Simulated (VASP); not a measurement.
# Cd3TeSe2 (P-3m1) in VASP: notebook, part 2 of 2

VASP 6.6.1. Earlier steps stand in the parts before.

**3. Single point, PBE**

This run uses another cell than the first one, of 30.34 Å³/atom.

The input, INCAR:

```
ALGO     = Normal         # electronic algorithm
EDIFF    = 1E-6           # SCF threshold, eV
ENCUT    = 520            # plane-wave cutoff, eV
GGA      = PE             # functional
ISIF     = 2              # what is computed and relaxed
ISMEAR   = 0              # smearing method
LASPH    = T              # aspherical terms in the spheres
LCHARG   = F              # write CHGCAR
LREAL    = F              # projectors in reciprocal space
LWAVE    = F              # write WAVECAR
NBANDS   = 36             # bands
NELM     = 100            # most SCF steps
PREC     = Accurate       # precision mode
SIGMA    = 0.1            # smearing width, eV
```

The input, KPOINTS:

```
k-points
0
Gamma
  6 6 2
```

The input, POSCAR:

```
Cd3TeSe2
1.0
    5.0912066600      0.0000000000      0.0000000000
   -2.5456033300      4.4091143000      0.0000000000
    0.0000000000      0.0000000000      8.1104591000
Cd Te Se
3 1 2
Direct
    0.3333333300      0.6666666700      0.6439999900
    0.6666666700      0.3333333300      0.3560000100
    0.0000000000      0.0000000000      0.5000000000
    0.0000000000      0.0000000000      0.0000000000
    0.3333333300      0.6666666700      0.2521899900
    0.6666666700      0.3333333300      0.7478100100
```

Potentials or basis: VASP PAW PBE potentials, release 64 (Cd, Te, Se).

Launch:

```
cat potpaw_PBE.64/Cd/POTCAR potpaw_PBE.64/Te/POTCAR potpaw_PBE.64/Se/POTCAR > POTCAR
mpirun -np 1 vasp_std > vasp.out
```

OUTCAR:

```text
EDIFF = 1E-6
   ENCUT = 520
   GGA = PE
   ISIF = 2
   ISMEAR = 0
   LASPH = T
   LREAL = F
   NELM = 100
   PREC = Accurate

 ion  position               nearest neighbor table
   1  0.333  0.667  0.644-   6 3.06   6 3.06   6 3.06   3 3.16   3 3.16   3 3.16   5 3.18   2 3.75
                             2 3.75   2 3.75
   2  0.667  0.333  0.356-   5 3.06   5 3.06   5 3.06   3 3.16   3 3.16   3 3.16   6 3.18   1 3.75
                             1 3.75   1 3.75
   3  0.000  0.000  0.500-   1 3.16   2 3.16   1 3.16   2 3.16   2 3.16   1 3.16
   4  0.000  0.000  0.000-
[... 743 lines left out ...]
  -------------------------------------------------------------------------------------
  Total       -5.8447869     -5.8447869     -4.5644579      0.0000000     -0.0000000      0.0000000
  in kB      -51.4353552    -51.4353551    -40.1681905      0.0000000     -0.0000000      0.0000000
  external PRESSURE =     -47.6796336 kB  Pullay stress =       0.0000000 kB

 VOLUME and BASIS-vectors are now :
 -----------------------------------------------------------------------------
  energy-cutoff  :      520.00
  volume of cell :      182.06
      direct lattice vectors                 reciprocal lattice vectors
     5.091206660  0.000000000  0.000000000     0.196417091  0.113401460  0.000000000
    -2.545603330  4.409114300  0.000000000     0.000000000  0.226802920  0.000000000
     0.000000000  0.000000000  8.110459100     0.000000000  0.000000000  0.123297583

 POSITION                                       TOTAL-FORCE (eV/Angst)
 -----------------------------------------------------------------------------------
     -0.00000      2.93941      5.22314         0.000000      0.000000      0.360814
      2.54560      1.46970      2.88732        -0.000000     -0.000000     -0.360814
      0.00000      0.00000      4.05523         0.000000      0.000000      0.000000
      0.00000      0.00000      0.00000         0.000000      0.000000      0.000000
     -0.00000      2.93941      2.04538        -0.000000      0.000000      0.113326
      2.54560      1.46970      6.06508         0.000000      0.000000     -0.113326
 -----------------------------------------------------------------------------------
    total drift:                               -0.000000      0.000000      0.000000

  FREE ENERGIE OF THE ION-ELECTRON SYSTEM (eV)
  ---------------------------------------------------
  free  energy   TOTEN  =       -11.1998373153 eV

  energy  without entropy=      -11.1660649698  energy(sigma->0) =      -11.18295114
```

OSZICAR:

```text
N       E                     dE             d eps       ncg     rms          rms(c)
DAV:   1     0.342745408794E+03    0.34275E+03   -0.24797E+04  1008   0.133E+03
DAV:   2     0.803324050025E+01   -0.33471E+03   -0.32549E+03  1120   0.319E+02
DAV:   3    -0.122042918109E+02   -0.20238E+02   -0.19959E+02  1164   0.748E+01
DAV:   4    -0.124548354474E+02   -0.25054E+00   -0.25008E+00  1104   0.720E+00
DAV:   5    -0.124569431523E+02   -0.21077E-02   -0.21077E-02  1092   0.725E-01    0.602E+00
DAV:   6    -0.113921684885E+02    0.10648E+01   -0.99654E+00  1076   0.110E+01    0.610E+00
DAV:   7    -0.112183360747E+02    0.17383E+00   -0.15478E+00  1044   0.491E+00    0.337E+00
DAV:   8    -0.112028581556E+02    0.15478E-01   -0.14239E-01  1048   0.165E+00    0.148E+00
DAV:   9    -0.111994064151E+02    0.34517E-02   -0.25349E-02  1068   0.761E-01    0.302E-01
DAV:  10    -0.111996524527E+02   -0.24604E-03   -0.20651E-03  1080   0.269E-01    0.264E-01
DAV:  11    -0.111997077732E+02   -0.55320E-04   -0.16129E-04  1080   0.533E-02    0.244E-01
DAV:  12    -0.111998280512E+02   -0.12028E-03   -0.16648E-04  1076   0.665E-02    0.679E-02
DAV:  13    -0.111998419405E+02   -0.13889E-04   -0.50433E-05  1040   0.342E-02    0.385E-02
DAV:  14    -0.111998381862E+02    0.37543E-05   -0.60081E-06   980   0.899E-03    0.237E-02
DAV:  15    -0.111998373153E+02    0.87089E-06   -0.25066E-06   900   0.576E-03
   1 F= -.11199837E+02 E0= -.11182951E+02  d E =-.337723E-01
```

stdout:

```text
POSCAR found type information on POSCAR CdTeSe
 POSCAR found :  3 types and       6 ions
 scaLAPACK will be used
 LDA part: xc-table for (Slater+PW92), standard interpolation
 POSCAR, INCAR and KPOINTS ok, starting setup
 FFT: planning ... GRIDC
 FFT: planning ... GRID_SOFT
 FFT: planning ... GRID
 WAVECAR not read
 entering main loop
```

Wall time 3.1 min (1 thread of AMD EPYC 7R13, shared host); peak memory 0.31 GiB.

What came out:

```yaml
Free_energy: -11.1998 eV
Pressure: -4.8 GPa
Largest_force: 0.361 eV/Å
Band_gap_on_the_k_mesh: zero (bands 27 and 28 overlap by 0.55 eV)
```

Forces on the atoms (eV/Å):
```
Cd   0.000  0.000  0.361
Cd   0.000  0.000 -0.361
Cd   0.000  0.000  0.000
Te   0.000  0.000  0.000
Se   0.000  0.000  0.113
Se   0.000  0.000 -0.113
```

Stress tensor (GPa, compression positive):
```
-5.14  0.00  0.00
 0.00 -5.14  0.00
 0.00  0.00 -4.02
```

Levels at points of the mesh, in eV from the Fermi level:
```csv
k point,band 23,band 24,band 25,band 26,band 27,band 28,band 29,band 30,band 31,band 32
"(0.00, 0.00, 0.00)",-1.97,-1.97,-1.57,-0.77,-0.21,-0.21,0.49,2.14,2.33,2.33
"(0.50, 0.00, 0.00)",-1.98,-1.93,-1.59,-1.05,-0.21,0.32,1.15,1.55,2.95,3.56
"(0.00, 0.00, 0.50)",-1.78,-1.78,-1.67,-1.14,-0.36,-0.36,0.76,2.10,2.10,2.26
"(0.50, 0.00, 0.50)",-2.49,-2.47,-1.61,-0.68,0.18,0.39,0.57,1.68,2.42,2.74
```

Caveat: the k points lie up to 0.39 Å⁻¹ apart, too coarse for converged energies and pressures of a metal; semilocal functionals underestimate gaps, so a narrow gap can read as zero; spin-orbit coupling is left out, which moves the levels of the heavy elements.

**4. Single point, PBE**

This run uses another cell than the first one, of 26.52 Å³/atom.

The input, INCAR:

```
SYSTEM = Cd3TeSe2
PREC = Accurate
ENCUT = 520
EDIFF = 1E-6
ISMEAR = 0
SIGMA = 0.1
LREAL = .FALSE.
LASPH = .TRUE.
NELM = 100
ALGO = Normal
ISIF = 2
LWAVE = .FALSE.
LCHARG = .TRUE.
GGA = PE
LELF = .TRUE.
LVHAR = .TRUE.
NBANDS = 36
```

The input, KPOINTS:

```
Automatic mesh
0
G
  12 12 4
  0 0 0
```

The input, POSCAR:

```
Cd3TeSe2
1.0
    4.2367075959      0.0000000000      0.0000000000
   -2.1183537979      3.6690964064      0.0000000000
    0.0000000000      0.0000000000     10.2352813070
Cd Te Se
3 1 2
Direct
    0.3333333333      0.6666666667      0.6752125051
    0.6666666667      0.3333333333      0.3247874949
    0.0000000000      0.0000000000      0.5000000000
    0.0000000000      0.0000000000      0.0000000000
    0.3333333333      0.6666666667      0.1720931221
    0.6666666667      0.3333333333      0.8279068779
```

Launch:

```
cat potpaw_PBE.64/Cd/POTCAR potpaw_PBE.64/Te/POTCAR potpaw_PBE.64/Se/POTCAR > POTCAR
mpirun -np 1 vasp_std > vasp.out
```

Run time: 7.7 min. Hardware: 1 thread of AMD EPYC 7R13, shared host; peak memory 0.48 GiB.

The run converged. Its results:

```yaml
Free_energy: -12.3440 eV
Pressure: 0.1 GPa
Largest_force: 0.022 eV/Å
Band_gap_on_the_k_mesh: zero (bands 27 and 28 overlap by 0.67 eV)
```

Forces on the atoms (eV/Å):
```
Cd   0.000  0.000 -0.002
Cd   0.000  0.000  0.002
Cd   0.000  0.000  0.000
Te   0.000  0.000  0.000
Se   0.000  0.000 -0.022
Se   0.000  0.000  0.022
```

Levels at points of the mesh, in eV from the Fermi level:
| k point | band 24 | band 25 | band 26 | band 27 | band 28 | band 29 | band 30 | band 31 |
| --- | --- | --- | --- | --- | --- | --- | --- | --- |
| (0.00, 0.00, 0.00) | -2.08 | -2.05 | -2.03 | -0.09 | -0.09 | 0.63 | 2.28 | 4.61 |
| (0.50, 0.00, 0.00) | -2.59 | -2.44 | -1.79 | -0.56 | 0.11 | 0.30 | 1.38 | 2.85 |
| (0.00, 0.00, 0.50) | -2.08 | -2.08 | -1.09 | -0.12 | -0.09 | -0.09 | 3.53 | 3.57 |
| (0.50, 0.00, 0.50) | -2.99 | -2.52 | -1.39 | -1.20 | 0.51 | 1.05 | 1.50 | 2.39 |

Caveat: semilocal functionals underestimate gaps, so a narrow gap can read as zero; spin-orbit coupling is left out, which moves the levels of the heavy elements.

**5. The runs side by side**

| cell | k mesh | gap on the mesh (eV) | pressure (GPa) | largest force (eV/Å) |
| --- | --- | --- | --- | --- |
| a = 4.391, b = 4.391, c = 9.458 Å, angles 90.0, 90.0, 120.0°, 6 atoms, atomic positions A | 6 × 6 × 2 | none | 0.2 | 0.04 |
| a = 5.091, b = 5.091, c = 8.110 Å, angles 90.0, 90.0, 120.0°, 6 atoms, atomic positions B | 6 × 6 × 2 | none | -4.8 | 0.36 |
| a = 4.237, b = 4.237, c = 10.235 Å, angles 90.0, 90.0, 120.0°, 6 atoms, atomic positions C | 12 × 12 × 4 | none | 0.1 | 0.02 |

Alike in all rows: task single point; level PBE; potentials or basis VASP PAW PBE potentials, release 64 (Cd, Te, Se); no spin polarisation; cutoff (eV) 520; smearing gaussian 0.1 eV.

Caveats: some runs use coarse meshes; semilocal functionals underestimate gaps, so a narrow gap can read as zero; spin-orbit coupling is left out, which moves the levels of the heavy elements.

Absolute energies hang on the potentials; compare differences alone.
